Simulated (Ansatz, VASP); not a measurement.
**Two plane-wave programs on Pb**

INCAR

```
SYSTEM = Pb
  ALGO = Fast
  EDIFF = 1E-7
  ENCUT = 520
  GGA = PE
  ISIF = 2
  ISMEAR = -1
  LASPH = .True.
  LCHARG = .False.
  LREAL = .False.
  LWAVE = .False.
  NBANDS = 13
  NELM = 80
  PREC = Accurate
  SIGMA = 0.05
```

File KPOINTS:

```
k-points
0
Gamma
  8 8 8
  0 0 0
```

The input POSCAR:

```
Pb
1.0
    0.0193336300      2.4628699300      2.4037551328
    2.5028571400     -0.0067465600      2.4293137190
    2.4813249000      2.4674178800      0.0144899664
Pb
1
Direct
    0.0000000000      0.0000000000      0.0000000000
```

Contents of input.yaml:

```yaml
crystal:
  lattice:
    - [0.01933363, 2.46286993, 2.4037551328]
    - [2.50285714, -0.00674656, 2.429313719]
    - [2.4813249, 2.46741788, 0.0144899664]
  atoms:
    - { symbol: Pb, position: [0.0, 0.0, 0.0] }
hamiltonian:
  xc: pbe
  pseudopotentials: { kind: paw }
kpoints:
  mp_grid: { grid: [8, 8, 8] }
scf:
  occupations: { method: fermi_dirac, width: 0.05 }
output:
  forces: true
  stress: true
  eigenvalues: true
  write_density: true
  write_potential: true
  elf: true
  volumetric_format: npy
```

Alike in both runs: task single point; functional PBE; k mesh 8 × 8 × 8; occupations fermi-dirac, width 0.05 eV; no spin polarisation.

|  | VASP | Ansatz |
| --- | --- | --- |
| version | VASP 6.6.1 | Ansatz 0.2.0 |
| potentials or method | VASP PAW PBE potentials, release 64 (Pb_d) | Ansatz PAW |
| plane-wave cutoff (eV) | 520 | 420 |
| valence electrons in the cell | 14 | 14 |

VASP gave:

* gap on the k mesh at the Fermi level (eV): none
* pressure (GPa): 4.0
* traceless stress, the component that is largest in VASP (GPa): 0.32

Which values does Ansatz return?

gap on the k mesh at the Fermi level (eV): none; pressure (GPa): 4.0; traceless stress, the component that is largest in VASP (GPa): 0.31.

A gap of «none» marks a metal or a gap that the smearing closes.

Neither program's run includes spin-orbit coupling.
